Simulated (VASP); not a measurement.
# MgS (R3m) in VASP: notebook

MgS is run at these levels: PBE, r2SCAN; tasks: single point.

Everything below comes from runs of VASP 6.6.1. Logs are shortened: lines on timing, memory, paths and dates and some standing lists are left out, and cuts for length are marked.

## 1. The cell of the first run

The structure is trigonal, space group R3m (No. 160). Conventional cell: a = 3.963 Å, b = 3.963 Å, c = 9.882 Å, α = 90.00°, β = 90.00°, γ = 120.00°. Within 3.2 Å of Mg (site symmetry 3m) lie 4 S at 2.44 to 2.45 Å. S (site symmetry 3m) has 4 Mg at 2.44 to 2.45 Å within 3.2 Å.

## 2. Single point, PBE (epitaxial 111 strain -1.0%)

INCAR reads:

```
ALGO = Normal
EDIFF = 1E-6
ENCUT = 520
GGA = PE
ISIF = 2
ISMEAR = -1
LASPH = T
LCHARG = F
LREAL = F
LWAVE = F
NBANDS = 11
NELM = 100
PREC = Accurate
SIGMA = 0.02
```

KPOINTS reads:

```
k-points
0
Gamma
  8 8 8
```

POSCAR reads:

```
MgS
1.0
    0.0333446951      2.8359127679      2.8359127679
    2.8359127679      0.0333446951      2.8359127679
    2.8359127679      2.8359127679      0.0333446951
Mg S
1 1
Direct
    0.0011245605      0.0011245605      0.0011245605
    0.2488754395      0.2488754395      0.2488754395
```

Potentials or basis: VASP PAW PBE potentials, release 64 (Mg, S).

Launch:

```console
$ cat potpaw_PBE.64/Mg/POTCAR potpaw_PBE.64/S/POTCAR > POTCAR
$ mpirun -np 1 vasp_std > vasp.out
```

OUTCAR:

```text
EDIFF = 1E-6
   ENCUT = 520
   GGA = PE
   ISIF = 2
   ISMEAR = -1
   LASPH = T
   LREAL = F
   NELM = 100
   PREC = Accurate

 ion  position               nearest neighbor table
   1  0.001  0.001  0.001-   2 2.44   2 2.44   2 2.44   2 2.45
   2  0.249  0.249  0.249-   1 2.44   1 2.44   1 2.44   1 2.45

  LATTYP: Found a trigonal (rhomboedric) cell.
 ALAT       =     4.0107249124
 COS(alpha) =     0.5117226385

  Lattice vectors:

 A1 = (   0.0333446951,   2.8359127679,   2.8359127679)
 A2 = (   2.8359127679,   0.0333446951,   2.8359127679)
 A3 = (   2.8359127679,   2.8359127679,   0.0333446951)

Analysis of symmetry for initial positions (statically):
=====================================================================
 Subroutine PRICEL returns:
 Original cell was already a primitive cell.

 Routine SETGRP: Setting up the symmetry group for a
 trigonal (rhombohedral) supercell.

 Subroutine GETGRP returns: Found  6 space group operations
 (whereof  6 operations were pure point group operations)
 out of a pool of 12 trial point group operations.

The static configuration has the point symmetry C_3v.

Analysis of symmetry for dynamics (positions and initial velocities):
=====================================================================
 Subroutine PRICEL returns:
 Original cell was already a primitive cell.

 Routine SETGRP: Setting up the symmetry group for a
 trigonal (rhombohedral) supercell.

 Subroutine GETGRP returns: Found  6 space group operations
 (whereof  6 operations were pure point group operations)
 out of a pool of 12 trial point group operations.

The dynamic configuration has the point symmetry C_3v.

 Subroutine INISYM returns: Found  6 space group operations
 (whereof  6 operations are pure point group operations),
 and found     1 'primitive' translations

----------------------------------------------------------------------------------------

                                     Primitive cell

  volume of cell :      44.8106

  direct lattice vectors                    reciprocal lattice vectors
     0.033344695  2.835912768  2.835912768    -0.179450529  0.177365068  0.177365068
     2.835912768  0.033344695  2.835912768     0.177365068 -0.179450529  0.177365068
     2.835912768  2.835912768  0.033344695     0.177365068  0.177365068 -0.179450529

  length of vectors
     4.010724912  4.010724912  4.010724912     0.308414051  0.308414051  0.308414051
[... 81 lines left out ...]
   EDIFF  = 0.1E-05   stopping-criterion for ELM
   LREAL  =      F    real-space projection
   EDIFFG = 0.1E-04   stopping-criterion for IOM
   NSW    =      0    number of steps for IOM
   IBRION =     -1    ionic relax: 0-MD 1-quasi-New 2-CG
   NFREE  =      0    steps in history (QN), initial steepest desc. (CG)
   ISIF   =      2    stress and relaxation
   ISYM   =      2    0-nonsym 1-usesym 2-fastsym
   POTIM  = 0.5000    time-step for ionic-motion
   TEBEG  =    0.0;   TEEND  =   0.0 temperature during run
   PSTRESS=    0.0 pullay stress
   NELECT =       8.0000    total number of electrons
   NUPDOWN=      -1.0000    fix difference up-down
   EMIN   =  10.00;   EMAX   =-10.00  energy-range for DOS
   EFERMI =   0.00;   METHOD = LEGACY
   ISMEAR =    -1;   SIGMA  =   0.02  broadening in eV -4-tet -1-fermi 0-gaus
   EFERMI_NEDOS =   21; number of points for ismear=-14 and -15
   IALGO  =     38    algorithm
   IMIX   =      4    mixing-type and parameters
     AMIX     =   0.40;   BMIX     =  1.00
     AMIX_MAG =   1.60;   BMIX_MAG =  1.00
  volume/ion in A,a.u.               =      22.41       151.20
  Fermi-wavevector in a.u.,A,eV,Ry     =   0.921817  1.741981 11.561493  0.849746
  Thomas-Fermi vector in A             =   2.047275
   LORBIT       =      0    0 simple, 1 ext, 2 COOP (PROOUT), +10 PAW based schemes
   GGA     = PE    functional components
   LHFCALC =     F    Hartree Fock is set to
   AEXX    =    0.0000 exact exchange contribution
   IVDW    =     0    specifies the selected vdW correction
   LEPSILON=     F    determine dielectric tensor
   LRPA    =     F    only Hartree local field effects (RPA)
 non-spin polarized calculation
  energy-cutoff  :      520.00
  volume of cell :       44.81
 maximum number of plane-waves:      1243
 NGX is ok and might be reduce to    30
   NGX = 15   NGY = 15   NGZ = 15

 number of electron       8.0000001 magnetization

 Free energy of the ion-electron system (eV)
  ---------------------------------------------------
  ext. energy  EPLUGINS =         0.00000000
  ---------------------------------------------------
  free energy    TOTEN  =        -8.46423553 eV

  energy without entropy =       -8.46423553  energy(sigma->0) =       -8.46423553

 E-fermi :   1.5940     XC(G=0):  -8.4384

 val. band max:        1.1789099305   @ k =   0.0000   0.0000   0.0000
 cond. band min:       4.6573885984   @ k =   0.0000   0.0000   0.0000
 fundamental gap:      3.4784786679
 Fermi energy:         1.5939527407

 k-point     1 :       0.0000    0.0000    0.0000
  band No.  band energies     occupation
      1     -10.1664      2.00000
      2       1.0709      2.00000
      3       1.1789      2.00000
      4       1.1789      2.00000
      5       4.6574      0.00000
      6       8.9739      0.00000
      7       9.2033      0.00000
      8       9.2033      0.00000
      9      12.0012      0.00000
     10      12.0012      0.00000
     11      14.9582      0.00000
[... 309 lines left out ...]
 k-point    24 :       0.3750    0.1250    0.1250
  band No.  band energies     occupation
      1      -9.6964      2.00000
      2      -1.0543      2.00000
      3       0.3979      2.00000
      4       0.9909      2.00000
      5       6.8083      0.00000
      6       8.6113      0.00000
      7       9.1294      0.00000
      8       9.4843      0.00000
      9      11.1024      0.00000
     10      13.1788      0.00000
     11      14.3082      0.00000

 [... further k-points ...]
[... 5 lines left out ...]
  --------------------------------------------------------------------------------------
  -------------------------------------------------------------------------------------
  Total        0.4703135      0.4703135      0.4703135     -0.1003213     -0.1003213     -0.1003213
  in kB       16.8157816     16.8157816     16.8157816     -3.5869303     -3.5869303     -3.5869303
  external PRESSURE =      16.8157816 kB  Pullay stress =       0.0000000 kB

 VOLUME and BASIS-vectors are now :
 -----------------------------------------------------------------------------
  energy-cutoff  :      520.00
  volume of cell :       44.81
      direct lattice vectors                 reciprocal lattice vectors
     0.033344695  2.835912768  2.835912768    -0.179450529  0.177365068  0.177365068
     2.835912768  0.033344695  2.835912768     0.177365068 -0.179450529  0.177365068
     2.835912768  2.835912768  0.033344695     0.177365068  0.177365068 -0.179450529

 POSITION                                       TOTAL-FORCE (eV/Angst)
 -----------------------------------------------------------------------------------
      0.00642      0.00642      0.00642         0.000902      0.000902      0.000902
      1.41988      1.41988      1.41988        -0.000902     -0.000902     -0.000902
 -----------------------------------------------------------------------------------
    total drift:                                0.000111      0.000111      0.000111

  FREE ENERGIE OF THE ION-ELECTRON SYSTEM (eV)
  ---------------------------------------------------
  free  energy   TOTEN  =        -8.4642355266 eV

  energy  without entropy=       -8.4642355266  energy(sigma->0) =       -8.46423553
```

OSZICAR:

```text
N       E                     dE             d eps       ncg     rms          rms(c)
DAV:   1     0.237651356573E+02    0.23765E+02   -0.33456E+03  1462   0.569E+02
DAV:   2    -0.715646146825E+01   -0.30922E+02   -0.29731E+02  1711   0.985E+01
DAV:   3    -0.896490915816E+01   -0.18084E+01   -0.18056E+01  1750   0.258E+01
DAV:   4    -0.898002720857E+01   -0.15118E-01   -0.15117E-01  1713   0.286E+00
DAV:   5    -0.898019560832E+01   -0.16840E-03   -0.16840E-03  1829   0.291E-01    0.407E+00
DAV:   6    -0.849254059636E+01    0.48766E+00   -0.12106E+00  1547   0.411E+00    0.314E+00
DAV:   7    -0.845735822236E+01    0.35182E-01   -0.27098E-01  1706   0.213E+00    0.245E+00
DAV:   8    -0.846488563108E+01   -0.75274E-02   -0.23141E-02  1562   0.919E-01    0.138E+00
DAV:   9    -0.846402490813E+01    0.86072E-03   -0.24094E-03  1611   0.244E-01    0.433E-01
DAV:  10    -0.846422758073E+01   -0.20267E-03   -0.63601E-04  1586   0.119E-01    0.858E-02
DAV:  11    -0.846423393105E+01   -0.63503E-05   -0.52829E-05  1703   0.300E-02    0.516E-02
DAV:  12    -0.846423559353E+01   -0.16625E-05   -0.59128E-06  1643   0.123E-02    0.103E-02
DAV:  13    -0.846423552662E+01    0.66910E-07   -0.40219E-07  1535   0.297E-03
   1 F= -.84642355E+01 E0= -.84642355E+01  d E =-.531441E-11
```

Wall time 27 s (1 thread of Intel Xeon Platinum 8259CL at 2.50GHz (Skylake/Cascade Lake), shared host); peak memory 0.18 GiB.

Results:

| Item | Value |
| --- | --- |
| Free energy | -8.4642 eV |
| Pressure | 1.7 GPa |
| Band gap on the k mesh | 3.48 eV, direct |

Caveat: the cell differs from its parent crystal (epitaxial 111 strain -1.0%).

## 3. Single point, PBE (epitaxial 111 strain +1.0%)

INCAR reads:

```
SYSTEM = MgS
ALGO = Normal
EDIFF = 1E-7
ENCUT = 520
GGA = PE
ISIF = 2
ISMEAR = -1
LASPH = .True.
LCHARG = .False.
LREAL = .False.
LWAVE = .False.
NBANDS = 11
NELM = 80
PREC = Accurate
SIGMA = 0.02
```

KPOINTS reads:

```
k-points
0
Gamma
  8 8 8
  0 0 0
```

POSCAR reads:

```
MgS
1.0
   -0.0326539317      2.8265316779      2.8265316779
    2.8265316779     -0.0326539317      2.8265316779
    2.8265316779      2.8265316779     -0.0326539317
Mg S
1 1
Direct
   -0.0010537180     -0.0010537180     -0.0010537180
    0.2510537180      0.2510537180      0.2510537180
```

Potentials or basis: VASP PAW PBE potentials, release 64 (Mg, S).

Launch:

```console
$ cat potpaw_PBE.64/Mg/POTCAR potpaw_PBE.64/S/POTCAR > POTCAR
$ mpirun -np 1 vasp_std > vasp.out
```

Run time: 28 s. Hardware: 1 thread of Intel Xeon Platinum 8259CL at 2.50GHz (Skylake/Cascade Lake), shared host; peak memory 0.18 GiB.

Results (log left out):

```yaml
Free_energy: -8.4711 eV
Pressure: 0.2 GPa
Largest_force: 0.005 eV/Å
Band_gap_on_the_k_mesh: 3.33 eV, direct
```

Forces on the atoms (eV/Å):
```
Mg  -0.003 -0.003 -0.003
S    0.003  0.003  0.003
```

Stress tensor (GPa, compression positive):
```
0.19 0.35 0.35
0.35 0.19 0.35
0.35 0.35 0.19
```

Levels at points of the mesh, in eV from the valence-band top:
| k point | band 1 | band 2 | band 3 | band 4 | band 5 | band 6 | band 7 | band 8 | band 9 |
| --- | --- | --- | --- | --- | --- | --- | --- | --- | --- |
| (0.00, 0.00, 0.00) | -11.29 | -0.09 | -0.09 | 0.00 | 3.33 | 7.78 | 7.78 | 8.01 | 10.74 |
| (0.50, 0.00, 0.00) | -10.64 | -3.16 | -0.39 | -0.34 | 5.03 | 7.53 | 7.65 | 8.47 | 12.73 |
| (0.50, 0.50, 0.00) | -10.41 | -2.84 | -1.13 | -1.03 | 3.83 | 5.57 | 10.96 | 12.10 | 12.17 |
| (0.50, 0.50, 0.50) | -10.60 | -3.12 | -0.44 | -0.44 | 4.93 | 7.46 | 7.46 | 8.50 | 12.73 |

Caveat: the cell differs from its parent crystal (epitaxial 111 strain +1.0%).

## 4. Single point, PBE (epitaxial 111 strain +2.0%)

INCAR reads:

```
PREC = Accurate
ENCUT = 520
EDIFF = 1E-7
ISMEAR = -1
SIGMA = 0.02
LREAL = F
LASPH = T
NELM = 100
ALGO = Normal
ISIF = 2
LWAVE = F
LCHARG = T
GGA = PE
LELF = T
LVHAR = T
NBANDS = 11
```

KPOINTS reads:

```
regular mesh
0
Gamma
  8 8 8
```

POSCAR reads:

```
MgS
1.0
   -0.0645077188      2.8229866592      2.8229866592
    2.8229866592     -0.0645077188      2.8229866592
    2.8229866592      2.8229866592     -0.0645077188
Mg S
1 1
Direct
   -0.0020299867     -0.0020299867     -0.0020299867
    0.2520299867      0.2520299867      0.2520299867
```

Launch:

```console
$ cat potpaw_PBE.64/Mg/POTCAR potpaw_PBE.64/S/POTCAR > POTCAR
$ mpirun -np 1 vasp_std > vasp.out
```

Wall time 32 s (1 thread of Intel Xeon Platinum 8259CL at 2.50GHz (Skylake/Cascade Lake), shared host); peak memory 0.19 GiB.

It converged, with:

| Quantity | Value |
| --- | --- |
| Free energy | -8.4657 eV |
| Pressure | -0.5 GPa |
| Largest force | 0.013 eV/Å |
| Band gap on the k mesh | 3.20 eV, direct |

Forces in eV/Å, atoms in the order of the input:
```
Mg  -0.007 -0.007 -0.007
S    0.007  0.007  0.007
```

Stress tensor (GPa, compression positive):
```
-0.53  0.68  0.68
 0.68 -0.53  0.68
 0.68  0.68 -0.53
```

Levels at points of the mesh, in eV from the valence-band top:
```csv
k point,band 1,band 2,band 3,band 4,band 5,band 6,band 7,band 8
"(0.00, 0.00, 0.00)",-11.30,-0.18,-0.18,0.00,3.20,7.62,7.62,8.08
"(0.50, 0.00, 0.00)",-10.68,-3.18,-0.45,-0.35,4.95,7.43,7.66,8.34
"(0.50, 0.50, 0.00)",-10.45,-2.86,-1.21,-1.02,3.77,5.50,10.75,11.90
"(0.50, 0.50, 0.50)",-10.61,-3.10,-0.54,-0.54,4.76,7.30,7.30,8.38
```

Caveat: the cell differs from its parent crystal (epitaxial 111 strain +2.0%).

## 5. Single point, PBE (epitaxial 111 strain +3.0%)

INCAR reads:

```
PREC = Accurate ; ENCUT = 520
EDIFF = 1E-6 ; ISMEAR = -1
SIGMA = 0.02 ; LREAL = False
LASPH = True ; NELM = 80
ALGO = Normal ; ISIF = 2
LWAVE = False ; LCHARG = True
GGA = PE ; LELF = True
LVHAR = True ; NBANDS = 11
```

KPOINTS reads:

```
Automatic mesh
0
Gamma
  8 8 8
```

POSCAR reads:

```
MgS
1.0
   -0.0983390638      2.8174640826      2.8174640826
    2.8174640826     -0.0983390638      2.8174640826
    2.8174640826      2.8174640826     -0.0983390638
Mg S
1 1
Direct
   -0.0031660414     -0.0031660414     -0.0031660414
    0.2531660414      0.2531660414      0.2531660414
```

Launch:

```console
$ cat potpaw_PBE.64/Mg/POTCAR potpaw_PBE.64/S/POTCAR > POTCAR
$ mpirun -np 1 vasp_std > vasp.out
```

Run time: 28 s. Hardware: 1 thread of Intel Xeon Platinum 8259CL at 2.50GHz (Skylake/Cascade Lake), shared host; peak memory 0.19 GiB.

The run converged. Its results:

```yaml
Free_energy: -8.4545 eV
Pressure: -1.2 GPa
Largest_force: 0.009 eV/Å
Band_gap_on_the_k_mesh: 3.06 eV, direct
```

Forces on the atoms (eV/Å):
```
Mg  -0.005 -0.005 -0.005
S    0.005  0.005  0.005
```

Stress tensor (GPa, compression positive):
```
-1.17  0.99  0.99
 0.99 -1.17  0.99
 0.99  0.99 -1.17
```

Levels at points of the mesh, in eV from the valence-band top:
```csv
k point,band 2,band 3,band 4,band 5,band 6,band 7
"(0.00, 0.00, 0.00)",-0.26,-0.26,0.00,3.06,7.46,7.46
"(0.50, 0.00, 0.00)",-3.21,-0.50,-0.36,4.86,7.33,7.66
"(0.50, 0.50, 0.00)",-2.88,-1.30,-1.02,3.70,5.44,10.53
"(0.50, 0.50, 0.50)",-3.09,-0.64,-0.64,4.59,7.13,7.13
```

Caveat: the cell differs from its parent crystal (epitaxial 111 strain +3.0%).

## 6. Single point, r2SCAN (epitaxial 111 strain -3.0%)

POSCAR reads:

```
MgS
1.0
    0.0993066788      2.8452572148      2.8452572148
    2.8452572148      0.0993066788      2.8452572148
    2.8452572148      2.8452572148      0.0993066788
Mg S
1 1
Direct
    0.0033215597      0.0033215597      0.0033215597
    0.2466784403      0.2466784403      0.2466784403
```

INCAR.step1 reads:

```
  ALGO = Normal
  EDIFF = 1E-4
  ENCUT = 520
  GGA = PE
  ISMEAR = 0
  LASPH = T
  LCHARG = F
  LREAL = F
  LWAVE = T
  NBANDS = 11
  NELM = 80
  PREC = Accurate
  SIGMA = 0.01
```

INCAR.step2 reads:

```
  ALGO = Normal
  EDIFF = 1E-7
  ENCUT = 520
  ISIF = 2
  ISMEAR = 0
  ISTART = 1
  LASPH = T
  LCHARG = F
  LMIXTAU = T
  LREAL = F
  LWAVE = F
  METAGGA = R2SCAN
  NBANDS = 11
  NELM = 80
  PREC = Accurate
  SIGMA = 0.01
```

KPOINTS reads:

```
k-points
0
Gamma
  8 8 8
```

Potentials or basis: VASP PAW PBE potentials, release 64 (Mg, S).

Launch:

```console
$ cat potpaw_PBE.64/Mg/POTCAR potpaw_PBE.64/S/POTCAR > POTCAR
$ cp INCAR.step1 INCAR
$ mpirun -np 1 vasp_std > vasp.out
$ cp INCAR.step2 INCAR
$ mpirun -np 1 vasp_std > vasp.out
```

Run time: 2 min. Hardware: 1 thread of Intel Xeon Platinum 8259CL at 2.50GHz (Skylake/Cascade Lake), shared host; peak memory 0.19 GiB.

The run converged. Its results:

- Free energy: -15.4234 eV
- Pressure: 2.1 GPa
- Largest force: 0.003 eV/Å
- Band gap on the k mesh: 4.13 eV, indirect (least direct gap 4.15 eV)

Forces on the atoms (eV/Å):
```
Mg  -0.002 -0.002 -0.002
S    0.002  0.002  0.002
```

Stress tensor (GPa, compression positive):
```
 2.12 -1.21 -1.21
-1.21  2.12 -1.21
-1.21 -1.21  2.12
```

Levels at points of the mesh, in eV from the valence-band top:
```
           k point  band 1  band 2  band 3  band 4  band 5  band 6  band 7  band 8  band 9
(0.00, 0.00, 0.00)  -12.00   -0.37    0.00    0.00    4.15    8.13    8.82    8.82   11.42
(0.50, 0.00, 0.00)  -11.21   -3.38   -0.63   -0.42    5.70    7.86    8.23    9.30   13.48
(0.50, 0.50, 0.00)  -10.99   -3.06   -1.38   -1.06    4.13    6.21   12.23   13.48   13.58
(0.50, 0.50, 0.50)  -11.33   -3.52   -0.28   -0.28    6.06    8.45    8.45    9.26   13.62
```

Caveat: the cell differs from its parent crystal (epitaxial 111 strain -3.0%); the PAW data sets were made with another functional, which shifts forces and pressure a little. A k mesh can miss the band edges.

## 7. The runs side by side

```tsv
level	cell	smearing	gap on the mesh (eV)	pressure (GPa)	largest force (eV/Å)
PBE	a = 4.011 Å, angles 59.2°, 2 atoms	fermi-dirac 0.02 eV	3.48	1.7	-
PBE	a = 3.997 Å, angles 60.8°, 2 atoms	fermi-dirac 0.02 eV	3.33	0.2	0.01
PBE	a = 3.993 Å, angles 61.5°, 2 atoms	fermi-dirac 0.02 eV	3.20	-0.5	0.01
PBE	a = 3.986 Å, angles 62.3°, 2 atoms	fermi-dirac 0.02 eV	3.06	-1.2	0.01
r2SCAN	a = 4.025 Å, angles 57.7°, 2 atoms	gaussian 0.01 eV	4.13	2.1	-
```

Alike in all rows: task single point; potentials or basis VASP PAW PBE potentials, release 64 (Mg, S); no spin polarisation; k mesh 8 × 8 × 8; cutoff (eV) 520.

Caveats: the PAW data sets were made with another functional, which shifts forces and pressure a little (some runs).

Absolute energies hang on the potentials; compare differences alone.
